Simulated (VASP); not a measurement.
# SiC (Imm2) in VASP: notebook

Runs on SiC. Level: PBEsol. Tasks: single point.

All numbers are computed with VASP 6.6.1; they aren't measurements. Logs are shortened: lines on timing, memory, paths and dates and some standing lists are left out, and cuts for length are marked.

### Step 1. The cell of the first run

Symmetry: Imm2, No. 44, orthorhombic system. Conventional cell: a = 3.004 Å, b = 3.004 Å, c = 4.248 Å, α = 90.00°, β = 90.00°, γ = 90.00°. Si (site symmetry mm2) has 4 C at 1.83 to 1.85 Å within 2.4 Å. Within 2.4 Å of C (site symmetry mm2) lie 4 Si at 1.83 to 1.85 Å.

### Step 2. Single point, PBEsol

INCAR

```
SYSTEM = SiC
PREC = Accurate
ENCUT = 520
EDIFF = 1E-6
ISMEAR = 0
SIGMA = 0.05
LREAL = .FALSE.
LASPH = .TRUE.
NELM = 100
ALGO = Normal
ISIF = 2
LWAVE = .FALSE.
LCHARG = .FALSE.
GGA = PS
NBANDS = 11
```

KPOINTS

```
regular mesh
0
G
  10 10 10
  0 0 0
```

POSCAR

```
SiC
1.0
    0.0000000000      2.1239298452      2.1239298452
    2.1239298452      0.0000000000      2.1239298452
    2.1239298452      2.1239298452      0.0000000000
Si C
1 1
Direct
    0.0011779326     -0.0011779326      0.0011779326
    0.7472456717      0.7527543283      0.7472456717
```

Potentials or basis: VASP PAW PBE potentials, release 64 (Si, C).

The run is started by

```console
> cat potpaw_PBE.64/Si/POTCAR potpaw_PBE.64/C/POTCAR > POTCAR
> mpirun -np 1 vasp_std > vasp.out
```

OUTCAR:

```text
SYSTEM = SiC
   PREC = Accurate
   ENCUT = 520
   EDIFF = 1E-6
   ISMEAR = 0
   LREAL = .FALSE.
   LASPH = .TRUE.
   NELM = 100
   ISIF = 2
   GGA = PS

 ion  position               nearest neighbor table
   1  0.001  0.999  0.001-   2 1.83   2 1.83   2 1.85   2 1.85
   2  0.747  0.753  0.747-   1 1.83   1 1.83   1 1.85   1 1.85

  LATTYP: Found a face centered cubic cell.
 ALAT       =     4.2478596904

  Lattice vectors:

 A1 = (   0.0000000000,   2.1239298452,   2.1239298452)
 A2 = (   2.1239298452,   0.0000000000,   2.1239298452)
 A3 = (   2.1239298452,   2.1239298452,   0.0000000000)

Analysis of symmetry for initial positions (statically):
=====================================================================
 Subroutine PRICEL returns:
 Original cell was already a primitive cell.

 Routine SETGRP: Setting up the symmetry group for a
 face centered cubic supercell.

 Subroutine GETGRP returns: Found  4 space group operations
 (whereof  4 operations were pure point group operations)
 out of a pool of 48 trial point group operations.

The static configuration has the point symmetry C_2v.

Analysis of symmetry for dynamics (positions and initial velocities):
=====================================================================
 Subroutine PRICEL returns:
 Original cell was already a primitive cell.

 Routine SETGRP: Setting up the symmetry group for a
 face centered cubic supercell.

 Subroutine GETGRP returns: Found  4 space group operations
 (whereof  4 operations were pure point group operations)
 out of a pool of 48 trial point group operations.

The dynamic configuration has the point symmetry C_2v.

 Subroutine INISYM returns: Found  4 space group operations
 (whereof  4 operations are pure point group operations),
 and found     1 'primitive' translations

----------------------------------------------------------------------------------------

                                     Primitive cell

  volume of cell :      19.1624

  direct lattice vectors                    reciprocal lattice vectors
     0.000000000  2.123929845  2.123929845    -0.235412672  0.235412672  0.235412672
     2.123929845  0.000000000  2.123929845     0.235412672 -0.235412672  0.235412672
     2.123929845  2.123929845  0.000000000     0.235412672  0.235412672 -0.235412672

  length of vectors
     3.003690393  3.003690393  3.003690393     0.407746709  0.407746709  0.407746709

  position of ions in fractional coordinates (direct lattice)
     0.001177933  0.998822067  0.001177933
     0.747245672  0.752754328  0.747245672

  ion indices of the primitive-cell ions
   primitive index   ion index
                 1           1
                 2           2

----------------------------------------------------------------------------------------

 KPOINTS: regular mesh

Automatic generation of k-mesh.
 Grid dimensions read from file:
 generate k-points for:   10   10   10

 Generating k-lattice:

  Cartesian coordinates                     Fractional coordinates (reciprocal lattice)
    -0.023541267  0.023541267  0.023541267     0.100000000  0.000000000  0.000000000
     0.023541267 -0.023541267  0.023541267     0.000000000  0.100000000  0.000000000
     0.023541267  0.023541267 -0.023541267     0.000000000  0.000000000  0.100000000

  Length of vectors
     0.040774671  0.040774671  0.040774671

  Shift w.r.t. Gamma in fractional coordinates (k-lattice)
     0.000000000  0.000000000  0.000000000

 Subroutine IBZKPT returns following result:
 ===========================================

 Found    171 irreducible k-points:

 Following reciprocal coordinates:
            Coordinates               Weight
  0.000000  0.000000  0.000000      1.000000
  0.100000  0.000000  0.000000      4.000000
  0.000000  0.100000  0.000000      4.000000
  0.200000  0.000000  0.000000      4.000000
  0.000000  0.200000  0.000000      4.000000
  0.300000  0.000000  0.000000      4.000000
[... 16 lines left out ...]
  0.000000  0.400000  0.100000      8.000000
  0.100000  0.000000  0.400000      4.000000
 [... further k-points ...]
   k-points           NKPTS =    171   k-points in BZ     NKDIM =    171   number of bands    NBANDS=     11
   number of dos      NEDOS =    301   number of ions     NIONS =      2
   total plane-waves  NPLWV =  13824
   dimension x,y,z NGX =    24 NGY =   24 NGZ =   24
   dimension x,y,z NGXF=    48 NGYF=   48 NGZF=   48
   ions per type =               1   1
   NGX,Y,Z   is equivalent  to a cutoff of  13.28, 13.28, 13.28 a.u.
   NGXF,Y,Z  is equivalent  to a cutoff of  26.57, 26.57, 26.57 a.u.
 SYSTEM =  SiC
   PREC   = accura    normal or accurate (medium, high low for compatibility)
   ISTART =      0    job   : 0-new  1-cont  2-samecut
   ICHARG =      2    charge: 1-file 2-atom 10-const
   ISPIN  =      1    spin polarized calculation?
   LNONCOLLINEAR =      F non collinear calculations
   LSORBIT =      F    spin-orbit coupling
   LASPH  =      T    aspherical Exc in radial PAW
   ENCUT  =  520.0 eV  38.22 Ry    6.18 a.u.   5.58  5.58  5.58*2*pi/ulx,y,z
   NELM   =    100;   NELMIN=  2; NELMDL= -5     # of ELM steps
   EDIFF  = 0.1E-05   stopping-criterion for ELM
   LREAL  =      F    real-space projection
   EDIFFG = 0.1E-04   stopping-criterion for IOM
   NSW    =      0    number of steps for IOM
   IBRION =     -1    ionic relax: 0-MD 1-quasi-New 2-CG
   NFREE  =      0    steps in history (QN), initial steepest desc. (CG)
   ISIF   =      2    stress and relaxation
   ISYM   =      2    0-nonsym 1-usesym 2-fastsym
   POTIM  = 0.5000    time-step for ionic-motion
   TEBEG  =    0.0;   TEEND  =   0.0 temperature during run
   PSTRESS=    0.0 pullay stress
   NELECT =       8.0000    total number of electrons
   NUPDOWN=      -1.0000    fix difference up-down
   EMIN   =  10.00;   EMAX   =-10.00  energy-range for DOS
   EFERMI =   0.00;   METHOD = LEGACY
   ISMEAR =     0;   SIGMA  =   0.05  broadening in eV -4-tet -1-fermi 0-gaus
   EFERMI_NEDOS =   21; number of points for ismear=-14 and -15
   IALGO  =     38    algorithm
   IMIX   =      4    mixing-type and parameters
     AMIX     =   0.40;   BMIX     =  1.00
     AMIX_MAG =   1.60;   BMIX_MAG =  1.00
  volume/ion in A,a.u.               =       9.58        64.66
  Fermi-wavevector in a.u.,A,eV,Ry     =   1.223549  2.312172 20.368900  1.497072
  Thomas-Fermi vector in A             =   2.358656
   LORBIT       =      0    0 simple, 1 ext, 2 COOP (PROOUT), +10 PAW based schemes
   GGA     = PS    functional components
   LHFCALC =     F    Hartree Fock is set to
   AEXX    =    0.0000 exact exchange contribution
   IVDW    =     0    specifies the selected vdW correction
   LEPSILON=     F    determine dielectric tensor
   LRPA    =     F    only Hartree local field effects (RPA)
 non-spin polarized calculation
 Gauss-broadening in eV      SIGMA  =   0.05
  energy-cutoff  :      520.00
  volume of cell :       19.16
 maximum number of plane-waves:       532
 NGX is ok and might be reduce to    24
   NGX = 11   NGY = 11   NGZ = 11

 number of electron       7.9999999 magnetization

 Free energy of the ion-electron system (eV)
  ---------------------------------------------------
  ext. energy  EPLUGINS =         0.00000000
  ---------------------------------------------------
  free energy    TOTEN  =       -15.82119051 eV

  energy without entropy =      -15.82119051  energy(sigma->0) =      -15.82119051

 E-fermi :   9.2299     XC(G=0): -11.8388

 val. band max:        9.0210096255   @ k =   0.0000   0.0000   0.0000
 cond. band min:      10.1014065122   @ k =   0.5000   0.5000   0.0000
 fundamental gap:      1.0803968868
 Fermi energy:         9.2299211476

 k-point     1 :       0.0000    0.0000    0.0000
  band No.  band energies     occupation
      1      -7.0996      2.00000
      2       8.8608      2.00000
      3       8.9424      2.00000
      4       9.0210      2.00000
      5      16.0274      0.00000
      6      16.7064      0.00000
      7      16.7342      0.00000
      8      16.7640      0.00000
      9      23.8586      0.00000
     10      23.8588      0.00000
     11      26.4167      0.00000

 k-point     2 :       0.1000    0.0000    0.0000
  band No.  band energies     occupation
      1      -6.8911      2.00000
      2       7.8696      2.00000
      3       8.7795      2.00000
      4       8.8826      2.00000
      5      16.1299      0.00000
      6      16.9619      0.00000
      7      17.0038      0.00000
      8      17.1711      0.00000
      9      22.7989      0.00000
     10      22.8067      0.00000
     11      25.7128      0.00000

 k-point     3 :       0.0000    0.1000    0.0000
  band No.  band energies     occupation
      1      -6.8914      2.00000
      2       7.9556      2.00000
      3       8.7265      2.00000
      4       8.8350      2.00000
      5      16.1454      0.00000
      6      16.9619      0.00000
      7      17.0191      0.00000
      8      17.1411      0.00000
      9      22.8303      0.00000
     10      22.8352      0.00000
     11      25.6524      0.00000

 k-point     4 :       0.2000    0.0000    0.0000
  band No.  band energies     occupation
      1      -6.2737      2.00000
      2       5.6795      2.00000
      3       8.4634      2.00000
      4       8.5658      2.00000
      5      15.7582      0.00000
      6      17.2938      0.00000
      7      17.3808      0.00000
      8      18.3904      0.00000
      9      22.0847      0.00000
     10      22.1105      0.00000
     11      24.8074      0.00000
[... 239 lines left out ...]
 k-point    22 :       0.4000    0.1000    0.0000
  band No.  band energies     occupation
      1      -4.2848      2.00000
      2       1.8621      2.00000
      3       7.4593      2.00000
      4       7.5522      2.00000
      5      14.8629      0.00000
      6      16.6214      0.00000
      7      17.6306      0.00000
      8      19.5352      0.00000
      9      22.8588      0.00000
     10      26.0017      0.00000
     11      26.2646      0.00000

 k-point    23 :       0.0000    0.4000    0.1000
  band No.  band energies     occupation
      1      -4.2933      2.00000
      2       1.9135      2.00000
      3       7.4178      2.00000
      4       7.5199      2.00000
      5      14.8750      0.00000
      6      16.6213      0.00000
      7      17.5422      0.00000
      8      19.5561      0.00000
      9      22.9284      0.00000
     10      26.0992      0.00000
     11      26.2229      0.00000

 k-point    24 :       0.1000    0.0000    0.4000
  band No.  band energies     occupation
      1      -4.2856      2.00000
      2       1.8669      2.00000
      3       7.4517      2.00000
      4       7.5512      2.00000
      5      14.8926      0.00000
      6      16.6351      0.00000
      7      17.5549      0.00000
      8      19.5415      0.00000
      9      22.8861      0.00000
     10      26.0703      0.00000
     11      26.2250      0.00000

 [... further k-points ...]
[... 5 lines left out ...]
  --------------------------------------------------------------------------------------
  -------------------------------------------------------------------------------------
  Total        2.3915207      2.3823499      2.3915207      0.0000000      0.0000000     -0.2174025
  in kB      199.9559006    199.1891258    199.9559006      0.0000000      0.0000000    -18.1771027
  external PRESSURE =     199.7003090 kB  Pullay stress =       0.0000000 kB

 VOLUME and BASIS-vectors are now :
 -----------------------------------------------------------------------------
  energy-cutoff  :      520.00
  volume of cell :       19.16
      direct lattice vectors                 reciprocal lattice vectors
     0.000000000  2.123929845  2.123929845    -0.235412672  0.235412672  0.235412672
     2.123929845  0.000000000  2.123929845     0.235412672 -0.235412672  0.235412672
     2.123929845  2.123929845  0.000000000     0.235412672  0.235412672 -0.235412672

 POSITION                                       TOTAL-FORCE (eV/Angst)
 -----------------------------------------------------------------------------------
      2.12393      0.00500      2.12393        -0.000000     -0.380372     -0.000000
      3.18589      3.17419      3.18589         0.000000      0.380372      0.000000
 -----------------------------------------------------------------------------------
    total drift:                                0.000000     -0.000105     -0.000000

  FREE ENERGIE OF THE ION-ELECTRON SYSTEM (eV)
  ---------------------------------------------------
  free  energy   TOTEN  =       -15.8211905129 eV

  energy  without entropy=      -15.8211905129  energy(sigma->0) =      -15.82119051
```

Run time: 61 s. Hardware: 1 thread of Intel Xeon 6975P-C, shared host; peak memory 0.13 GiB.

What came out:

```yaml
Free_energy: -15.8212 eV
Pressure: 20.0 GPa
Largest_force: 0.380 eV/Å
Band_gap_on_the_k_mesh: 1.08 eV, indirect (least direct gap 4.48 eV)
```

Forces on the atoms (eV/Å):
```
Si   0.000 -0.380  0.000
C    0.000  0.380  0.000
```

Stress tensor (GPa, compression positive):
```
20.00  0.00 -1.82
 0.00 19.92  0.00
-1.82  0.00 20.00
```

Caveat: the PAW data sets were made with another functional, which shifts forces and pressure a little. A k mesh can miss the band edges.

(Continued in part 2 of 2.)
